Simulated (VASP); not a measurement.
# CO2 (Pbca) in VASP: a series of runs

Runs on CO2. Level: PBE. Tasks: single point.

All numbers are computed with VASP 6.6.1; they aren't measurements. Logs are shortened: lines on timing, memory, paths and dates and some standing lists are left out, and cuts for length are marked.

### Step 1. The cell of the first run

The structure is orthorhombic, space group Pbca (No. 61). Conventional cell: a = 5.672 Å, b = 5.672 Å, c = 6.246 Å, α = 90.00°, β = 90.00°, γ = 90.00°. C (site symmetry -1) has 2 O at 1.13 Å within 1.5 Å. Within 1.5 Å of O (site symmetry 1) lie 1 C at 1.13 Å.

### Step 2. Single point, PBE (16.75 Å³/atom)

The input, INCAR:

```
  ALGO = Normal
  EDIFF = 1E-7
  ENCUT = 520
  GGA = PE
  ISIF = 2
  ISMEAR = 0
  LASPH = True
  LCHARG = True
  LELF = True
  LREAL = False
  LVHAR = True
  LWAVE = False
  NBANDS = 44
  NELM = 100
  PREC = Accurate
  SIGMA = 0.05
```

The input, KPOINTS:

```
k-points
0
Gamma
  4 4 4
```

The input, POSCAR:

```
CO2
1.0
    5.6719043438      0.0000000000      0.0000000000
    0.0000000000      5.6719043438      0.0000000000
    0.0000000000      0.0000000000      6.2464682539
C O
4 8
Direct
    0.0000000000      0.0000000000      0.0000000000
    0.5000000000      0.0000000000      0.5000000000
    0.5000000000      0.5000000000      0.0000000000
    0.0000000000      0.5000000000      0.5000000000
    0.1114834447      0.1114834447      0.1114834447
    0.3885165553      0.8885165553      0.6114834447
    0.6114834447      0.3885165553      0.8885165553
    0.8885165553      0.6114834447      0.3885165553
    0.8885165553      0.8885165553      0.8885165553
    0.6114834447      0.1114834447      0.3885165553
    0.3885165553      0.6114834447      0.1114834447
    0.1114834447      0.3885165553      0.6114834447
```

Potentials or basis: VASP PAW PBE potentials, release 64 (C, O).

Command:

```
cat potpaw_PBE.64/C/POTCAR potpaw_PBE.64/O/POTCAR > POTCAR
mpirun -np 1 vasp_std > vasp.out
```

OUTCAR:

```text
EDIFF = 1E-7
   ENCUT = 520
   GGA = PE
   ISIF = 2
   ISMEAR = 0
   LASPH = True
   LREAL = False
   NELM = 100
   PREC = Accurate

 ion  position               nearest neighbor table
   1  0.000  0.000  0.000-   5 1.13   9 1.13
   2  0.500  0.000  0.500-   6 1.13  10 1.13
   3  0.500  0.500  0.000-   7 1.13  11 1.13
   4  0.000  0.500  0.500-   8 1.13  12 1.13
   5  0.111  0.111  0.111-   1 1.13
   6  0.389  0.889  0.611-   2 1.13
   7  0.611  0.389  0.889-   3 1.13
   8  0.889  0.611  0.389-   4 1.13
   9  0.889  0.889  0.889-   1 1.13
  10  0.611  0.111  0.389-   2 1.13
  11  0.389  0.611  0.111-   3 1.13
  12  0.111  0.389  0.611-   4 1.13

  LATTYP: Found a simple tetragonal cell.
 ALAT       =     5.6719043438
 C/A-ratio  =     1.1013000000

  Lattice vectors:

 A1 = (   5.6719043438,   0.0000000000,   0.0000000000)
 A2 = (   0.0000000000,   5.6719043438,   0.0000000000)
 A3 = (   0.0000000000,   0.0000000000,   6.2464682539)

Analysis of symmetry for initial positions (statically):
=====================================================================
 Subroutine PRICEL returns:
 Original cell was already a primitive cell.

 Routine SETGRP: Setting up the symmetry group for a
 simple tetragonal supercell.

 Subroutine GETGRP returns: Found  8 space group operations
 (whereof  2 operations were pure point group operations)
 out of a pool of 16 trial point group operations.

The static configuration has the point symmetry S_2 .
 The point group associated with its full space group is D_2h.

Analysis of symmetry for dynamics (positions and initial velocities):
=====================================================================
 Subroutine PRICEL returns:
 Original cell was already a primitive cell.

 Routine SETGRP: Setting up the symmetry group for a
 simple tetragonal supercell.

 Subroutine GETGRP returns: Found  8 space group operations
 (whereof  2 operations were pure point group operations)
 out of a pool of 16 trial point group operations.

The dynamic configuration has the point symmetry S_2 .
 The point group associated with its full space group is D_2h.

 Subroutine INISYM returns: Found  8 space group operations
 (whereof  2 operations are pure point group operations),
 and found     1 'primitive' translations

[... 119 lines left out ...]
   NFREE  =      0    steps in history (QN), initial steepest desc. (CG)
   ISIF   =      2    stress and relaxation
   ISYM   =      2    0-nonsym 1-usesym 2-fastsym
   POTIM  = 0.5000    time-step for ionic-motion
   TEBEG  =    0.0;   TEEND  =   0.0 temperature during run
   PSTRESS=    0.0 pullay stress
   NELECT =      64.0000    total number of electrons
   NUPDOWN=      -1.0000    fix difference up-down
   EMIN   =  10.00;   EMAX   =-10.00  energy-range for DOS
   EFERMI =   0.00;   METHOD = LEGACY
   ISMEAR =     0;   SIGMA  =   0.05  broadening in eV -4-tet -1-fermi 0-gaus
   EFERMI_NEDOS =   21; number of points for ismear=-14 and -15
   IALGO  =     38    algorithm
   IMIX   =      4    mixing-type and parameters
     AMIX     =   0.40;   BMIX     =  1.00
     AMIX_MAG =   1.60;   BMIX_MAG =  1.00
  volume/ion in A,a.u.               =      16.75       113.01
  Fermi-wavevector in a.u.,A,eV,Ry     =   1.117989  2.112692 17.005902  1.249899
  Thomas-Fermi vector in A             =   2.254616
   LORBIT       =      0    0 simple, 1 ext, 2 COOP (PROOUT), +10 PAW based schemes
   GGA     = PE    functional components
   LHFCALC =     F    Hartree Fock is set to
   AEXX    =    0.0000 exact exchange contribution
   IVDW    =     0    specifies the selected vdW correction
   LEPSILON=     F    determine dielectric tensor
   LRPA    =     F    only Hartree local field effects (RPA)
 non-spin polarized calculation
 Gauss-broadening in eV      SIGMA  =   0.05
  energy-cutoff  :      520.00
  volume of cell :      200.95
 maximum number of plane-waves:      5448
   NGX = 21   NGY = 21   NGZ = 23

 number of electron      64.0000036 magnetization

 Free energy of the ion-electron system (eV)
  ---------------------------------------------------
  ext. energy  EPLUGINS =         0.00000000
  ---------------------------------------------------
  free energy    TOTEN  =       -91.44259293 eV

  energy without entropy =      -91.44259293  energy(sigma->0) =      -91.44259293

 E-fermi :  -4.1234     XC(G=0):  -7.2311

 val. band max:       -4.3614786883   @ k =   0.0000   0.0000   0.0000
 cond. band min:       2.5102409765   @ k =   0.0000   0.0000   0.0000
 fundamental gap:      6.8717196648
 Fermi energy:        -4.1233838601

 k-point     1 :       0.0000    0.0000    0.0000
  band No.  band energies     occupation
      1     -25.2612      2.00000
      2     -25.1665      2.00000
      3     -25.1398      2.00000
      4     -25.1374      2.00000
      5     -24.2103      2.00000
      6     -24.1921      2.00000
[... 1117 lines left out ...]
     43       6.2155      0.00000
     44       6.2155      0.00000

 [... further k-points ...]
[... 5 lines left out ...]
  --------------------------------------------------------------------------------------
  -------------------------------------------------------------------------------------
  Total       14.2839664     14.3706012     16.7095153      0.0000000      0.0000000      0.0000000
  in kB      113.8851424    114.5758765    133.2238877      0.0000000      0.0000000      0.0000000
  external PRESSURE =     120.5616355 kB  Pullay stress =       0.0000000 kB

 VOLUME and BASIS-vectors are now :
 -----------------------------------------------------------------------------
  energy-cutoff  :      520.00
  volume of cell :      200.95
      direct lattice vectors                 reciprocal lattice vectors
     5.671904344  0.000000000  0.000000000     0.176307628  0.000000000  0.000000000
     0.000000000  5.671904344  0.000000000     0.000000000  0.176307628  0.000000000
     0.000000000  0.000000000  6.246468254     0.000000000  0.000000000  0.160090464

 POSITION                                       TOTAL-FORCE (eV/Angst)
 -----------------------------------------------------------------------------------
      0.00000      0.00000      0.00000        -0.000000      0.000000      0.000000
      2.83595      0.00000      3.12323        -0.000000      0.000000      0.000000
      2.83595      2.83595      0.00000        -0.000000      0.000000      0.000000
      0.00000      2.83595      3.12323        -0.000000      0.000000      0.000000
      0.63232      0.63232      0.69638         2.784957      2.804151      3.056874
      2.20363      5.03958      3.81961        -2.784957     -2.804151      3.056874
      3.46828      2.20363      5.55009         2.784957     -2.804151     -3.056874
      5.03958      3.46828      2.42686        -2.784957      2.804151     -3.056874
      5.03958      5.03958      5.55009        -2.784957     -2.804151     -3.056874
      3.46828      0.63232      2.42686         2.784957      2.804151     -3.056874
      2.20363      3.46828      0.69638        -2.784957      2.804151      3.056874
      0.63232      2.20363      3.81961         2.784957     -2.804151      3.056874
 -----------------------------------------------------------------------------------
    total drift:                               -0.000000      0.000000      0.000000

  FREE ENERGIE OF THE ION-ELECTRON SYSTEM (eV)
  ---------------------------------------------------
  free  energy   TOTEN  =       -91.4425929287 eV

  energy  without entropy=      -91.4425929287  energy(sigma->0) =      -91.44259293
```

stdout:

```text
POSCAR found type information on POSCAR C O
 POSCAR found :  2 types and      12 ions
 scaLAPACK will be used
 LDA part: xc-table for (Slater+PW92), standard interpolation
 POSCAR, INCAR and KPOINTS ok, starting setup
 FFT: planning ... GRIDC
 FFT: planning ... GRID_SOFT
 FFT: planning ... GRID
 WAVECAR not read
 entering main loop
```

Run time: 2.7 min. Hardware: 1 thread of AMD EPYC 9R45 (Zen 5), shared host; peak memory 0.33 GiB.

What came out:

```yaml
Free_energy: -91.4426 eV
Pressure: 12.1 GPa
Largest_force: 4.996 eV/Å
Band_gap_on_the_k_mesh: 6.87 eV
```

Forces in eV/Å, atoms in the order of the input:
```
C    0.000  0.000  0.000
C    0.000  0.000  0.000
C    0.000  0.000  0.000
C    0.000  0.000  0.000
O    2.785  2.804  3.057
O   -2.785 -2.804  3.057
O    2.785 -2.804 -3.057
O   -2.785  2.804 -3.057
O   -2.785 -2.804 -3.057
O    2.785  2.804 -3.057
O   -2.785  2.804  3.057
O    2.785 -2.804  3.057
```

Caveat: the cell stands under pressure; this functional lacks dispersion, which holds the molecules together, so the pressure and a relaxed volume are unreliable; forces of over 1 eV/Å act on the atoms, so gaps and moduli don't describe the material at rest. A k mesh can miss the band edges.

### Step 3. Single point, PBE (16.75 Å³/atom)

The input, INCAR:

```
  PREC = Accurate
  ENCUT = 520
  EDIFF = 1E-7
  ISMEAR = 0
  SIGMA = 0.05
  LREAL = False
  LASPH = True
  NELM = 60
  ALGO = Normal
  ISIF = 2
  LWAVE = False
  LCHARG = True
  GGA = PE
  LELF = True
  LVHAR = True
  NBANDS = 44
```

The input, KPOINTS:

```
regular mesh
0
Gamma
  4 4 4
```

Edit POSCAR of step 2 so:

```diff
@@ -2,5 +2,5 @@
 1.0
-    5.6719043438      0.0000000000      0.0000000000
-    0.0000000000      5.6719043438      0.0000000000
-    0.0000000000      0.0000000000      6.2464682539
+    5.7639086738      0.0000000000      0.0000000000
+    0.0000000000      5.7639086738      0.0000000000
+    0.0000000000      0.0000000000      6.0486457623
 C O
```

Potentials or basis: VASP PAW PBE potentials, release 64 (C, O).

Command:

```
cat potpaw_PBE.64/C/POTCAR potpaw_PBE.64/O/POTCAR > POTCAR
mpirun -np 1 vasp_std > vasp.out
```

OUTCAR:

```text
PREC = Accurate
   ENCUT = 520
   EDIFF = 1E-7
   ISMEAR = 0
   LREAL = False
   LASPH = True
   NELM = 60
   ISIF = 2
   GGA = PE

 ion  position               nearest neighbor table
   1  0.000  0.000  0.000-   5 1.13   9 1.13
   2  0.500  0.000  0.500-   6 1.13  10 1.13
   3  0.500  0.500  0.000-   7 1.13  11 1.13
   4  0.000  0.500  0.500-   8 1.13  12 1.13
   5  0.111  0.111  0.111-   1 1.13
   6  0.389  0.889  0.611-   2 1.13
   7  0.611  0.389  0.889-   3 1.13
   8  0.889  0.611  0.389-   4 1.13
   9  0.889  0.889  0.889-   1 1.13
  10  0.611  0.111  0.389-   2 1.13
  11  0.389  0.611  0.111-   3 1.13
  12  0.111  0.389  0.611-   4 1.13

  LATTYP: Found a simple tetragonal cell.
 ALAT       =     5.7639086738
 C/A-ratio  =     1.0494000000

  Lattice vectors:

 A1 = (   5.7639086738,   0.0000000000,   0.0000000000)
 A2 = (   0.0000000000,   5.7639086738,   0.0000000000)
 A3 = (   0.0000000000,   0.0000000000,   6.0486457623)
[... 201 lines left out ...]
 cond. band min:       2.5227525967   @ k =   0.0000   0.0000   0.0000
 fundamental gap:      6.9228732341
 Fermi energy:        -4.1664974070

 k-point     1 :       0.0000    0.0000    0.0000
  band No.  band energies     occupation
      1     -25.2862      2.00000
      2     -25.1836      2.00000
      3     -25.1710      2.00000
      4     -25.1696      2.00000
      5     -24.2322      2.00000
      6     -24.2228      2.00000
[... 1117 lines left out ...]
     43       6.2067      0.00000
     44       6.2067      0.00000

 [... further k-points ...]
[... 5 lines left out ...]
  --------------------------------------------------------------------------------------
  -------------------------------------------------------------------------------------
  Total       15.3667017     15.3875824     16.6152415     -0.0000000      0.0000000      0.0000000
  in kB      122.5177210    122.6842014    132.4722480     -0.0000000      0.0000000      0.0000000
  external PRESSURE =     125.8913901 kB  Pullay stress =       0.0000000 kB

 VOLUME and BASIS-vectors are now :
 -----------------------------------------------------------------------------
  energy-cutoff  :      520.00
  volume of cell :      200.95
      direct lattice vectors                 reciprocal lattice vectors
     5.763908674  0.000000000  0.000000000     0.173493380  0.000000000  0.000000000
     0.000000000  5.763908674  0.000000000     0.000000000  0.173493380  0.000000000
     0.000000000  0.000000000  6.048645762     0.000000000  0.000000000  0.165326263

 POSITION                                       TOTAL-FORCE (eV/Angst)
 -----------------------------------------------------------------------------------
      0.00000      0.00000      0.00000         0.000000      0.000000     -0.000000
      2.88195      0.00000      3.02432         0.000000      0.000000     -0.000000
      2.88195      2.88195      0.00000         0.000000      0.000000     -0.000000
      0.00000      2.88195      3.02432         0.000000      0.000000     -0.000000
      0.64258      0.64258      0.67432         2.977260      2.986405      3.118887
      2.23937      5.12133      3.69865        -2.977260     -2.986405      3.118887
      3.52453      2.23937      5.37432         2.977260     -2.986405     -3.118887
      5.12133      3.52453      2.35000        -2.977260      2.986405     -3.118887
      5.12133      5.12133      5.37432        -2.977260     -2.986405     -3.118887
      3.52453      0.64258      2.35000         2.977260      2.986405     -3.118887
      2.23937      3.52453      0.67432        -2.977260      2.986405      3.118887
      0.64258      2.23937      3.69865         2.977260     -2.986405      3.118887
 -----------------------------------------------------------------------------------
    total drift:                                0.000000      0.000000      0.000000

  FREE ENERGIE OF THE ION-ELECTRON SYSTEM (eV)
  ---------------------------------------------------
  free  energy   TOTEN  =       -91.3836303010 eV

  energy  without entropy=      -91.3836303010  energy(sigma->0) =      -91.38363030
```

OSZICAR:

```text
N       E                     dE             d eps       ncg     rms          rms(c)
DAV:   1     0.436751706359E+03    0.43675E+03   -0.32983E+04  2376   0.130E+03
DAV:   2    -0.646723355422E+02   -0.50142E+03   -0.48944E+03  3092   0.320E+02
DAV:   3    -0.985375867963E+02   -0.33865E+02   -0.33657E+02  2872   0.871E+01
DAV:   4    -0.989792613552E+02   -0.44167E+00   -0.43921E+00  2820   0.110E+01
DAV:   5    -0.989869515129E+02   -0.76902E-02   -0.76871E-02  2744   0.143E+00    0.205E+01
DAV:   6    -0.920250066561E+02    0.69619E+01   -0.19919E+01  2716   0.230E+01    0.940E+00
DAV:   7    -0.915010260025E+02    0.52398E+00   -0.10610E+00  2720   0.520E+00    0.516E+00
DAV:   8    -0.913972903271E+02    0.10374E+00   -0.76793E-01  2688   0.418E+00    0.119E+00
DAV:   9    -0.913822589473E+02    0.15031E-01   -0.71747E-02  2648   0.142E+00    0.414E-01
DAV:  10    -0.913832687667E+02   -0.10098E-02   -0.90564E-03  2920   0.447E-01    0.886E-02
DAV:  11    -0.913835728444E+02   -0.30408E-03   -0.31930E-04  2612   0.103E-01    0.394E-02
DAV:  12    -0.913836299246E+02   -0.57080E-04   -0.75106E-05  2852   0.442E-02    0.486E-03
DAV:  13    -0.913836304196E+02   -0.49503E-06   -0.17988E-06  2800   0.746E-03    0.170E-03
DAV:  14    -0.913836303104E+02    0.10928E-06   -0.14524E-07  2024   0.224E-03    0.531E-04
DAV:  15    -0.913836303010E+02    0.93141E-08   -0.66633E-08  1380   0.137E-03
   1 F= -.91383630E+02 E0= -.91383630E+02  d E =-.151442E-12
```

stdout:

```text
POSCAR found type information on POSCAR C O
 POSCAR found :  2 types and      12 ions
 scaLAPACK will be used
 LDA part: xc-table for (Slater+PW92), standard interpolation
 POSCAR, INCAR and KPOINTS ok, starting setup
 FFT: planning ... GRIDC
 FFT: planning ... GRID_SOFT
 FFT: planning ... GRID
 WAVECAR not read
 entering main loop
```

Run time: 3.4 min. Hardware: 1 thread of AMD EPYC 9R45 (Zen 5), shared host; peak memory 0.37 GiB.

Results:

```yaml
Free_energy: -91.3836 eV
Pressure: 12.6 GPa
Largest_force: 5.245 eV/Å
Band_gap_on_the_k_mesh: 6.92 eV
```

Forces on the atoms (eV/Å):
```
C    0.000  0.000  0.000
C    0.000  0.000  0.000
C    0.000  0.000  0.000
C    0.000  0.000  0.000
O    2.977  2.986  3.119
O   -2.977 -2.986  3.119
O    2.977 -2.986 -3.119
O   -2.977  2.986 -3.119
O   -2.977 -2.986 -3.119
O    2.977  2.986 -3.119
O   -2.977  2.986  3.119
O    2.977 -2.986  3.119
```

Stress tensor (GPa, compression positive):
```
12.25  0.00  0.00
 0.00 12.27  0.00
 0.00  0.00 13.25
```

Caveat: the cell stands under pressure; this functional lacks dispersion, which holds the molecules together, so the pressure and a relaxed volume are unreliable; forces of over 1 eV/Å act on the atoms, so gaps and moduli don't describe the material at rest. PBE gaps usually lie below the measured ones, often by a third to a half.

### Step 4. Single point, PBE (18.52 Å³/atom)

This run uses another cell than the first one, of 18.52 Å³/atom.

The input, INCAR:

```
SYSTEM = CO2
ALGO = Normal
EDIFF = 1E-7
ENCUT = 520
GGA = PE
ISIF = 2
ISMEAR = 0
LASPH = .True.
LCHARG = .True.
LELF = .True.
LREAL = .False.
LVHAR = .True.
LWAVE = .False.
NBANDS = 44
NELM = 100
PREC = Accurate
SIGMA = 0.05
```

The input, KPOINTS:

```
k-points
0
Gamma
  4 4 4
  0 0 0
```

Edit POSCAR of step 3 so:

```diff
@@ -2,5 +2,5 @@
 1.0
-    5.7639086738      0.0000000000      0.0000000000
-    0.0000000000      5.7639086738      0.0000000000
-    0.0000000000      0.0000000000      6.0486457623
+    6.3061908714      0.0000000000      0.0000000000
+    0.0000000000      6.3061908714      0.0000000000
+    0.0000000000      0.0000000000      5.5898075884
 C O
```

Command:

```
cat potpaw_PBE.64/C/POTCAR potpaw_PBE.64/O/POTCAR > POTCAR
mpirun -np 1 vasp_std > vasp.out
```

Run time: 6.6 min. Hardware: 1 thread of Oxide Virtual Turin-like, shared host; peak memory 0.36 GiB.

It converged, with:

```
Free energy            : -92.2590 eV
Pressure               : 0.4 GPa
Largest force          : 0.248 eV/Å
Band gap on the k mesh : 6.51 eV
```

Forces in eV/Å, atoms in the order of the input:
```
C    0.000  0.000  0.000
C    0.000  0.000  0.000
C    0.000  0.000  0.000
C    0.000  0.000  0.000
O    0.149  0.134  0.146
O   -0.149 -0.134  0.146
O    0.149 -0.134 -0.146
O   -0.149  0.134 -0.146
O   -0.149 -0.134 -0.146
O    0.149  0.134 -0.146
O   -0.149  0.134  0.146
O    0.149 -0.134  0.146
```

Stress tensor (GPa, compression positive):
```
0.28 0.00 0.00
0.00 0.35 0.00
0.00 0.00 0.57
```

Levels at points of the mesh, in eV from the valence-band top:
```csv
k point,band 30,band 31,band 32,band 33,band 34,band 35
"(0.00, 0.00, 0.00)",-0.16,-0.16,0.00,6.51,8.00,8.05
"(0.50, 0.00, 0.00)",-0.24,-0.09,-0.09,7.70,7.70,7.95
"(0.00, 0.50, 0.00)",-0.24,-0.11,-0.11,7.70,7.70,8.06
"(0.50, 0.50, 0.00)",-0.24,-0.24,-0.24,8.00,8.00,8.00
"(0.00, 0.00, 0.50)",-0.22,-0.15,-0.15,8.00,8.00,8.03
"(0.50, 0.00, 0.50)",-0.20,-0.20,-0.20,7.98,7.98,7.98
"(0.00, 0.50, 0.50)",-0.19,-0.19,-0.19,8.01,8.01,8.01
"(0.50, 0.50, 0.50)",-0.19,-0.19,-0.19,8.04,8.04,8.04
```

Caveat: this functional lacks dispersion, which holds the molecules together, so the pressure and a relaxed volume are unreliable. A k mesh can miss the band edges.

### Step 5. The runs side by side

| cell | gap on the mesh (eV) | pressure (GPa) | largest force (eV/Å) |
| --- | --- | --- | --- |
| a = 5.672, b = 5.672, c = 6.246 Å, 12 atoms | 6.87 | 12.1 | 5.00 |
| a = 5.764, b = 5.764, c = 6.049 Å, 12 atoms | 6.92 | 12.6 | 5.25 |
| a = 6.306, b = 6.306, c = 5.590 Å, 12 atoms | 6.51 | 0.4 | 0.25 |

Alike in all rows: task single point; level PBE; potentials or basis VASP PAW PBE potentials, release 64 (C, O); no spin polarisation; k mesh 4 × 4 × 4; cutoff (eV) 520; smearing gaussian 0.05 eV.

Caveats: this functional lacks dispersion, which holds the molecules together, so the pressure and a relaxed volume are unreliable; the cell stands under pressure (at least some runs); forces of over 1 eV/Å act on the atoms, so gaps and moduli don't describe the material at rest (at least some runs).

Absolute energies hang on the potentials; compare differences alone.
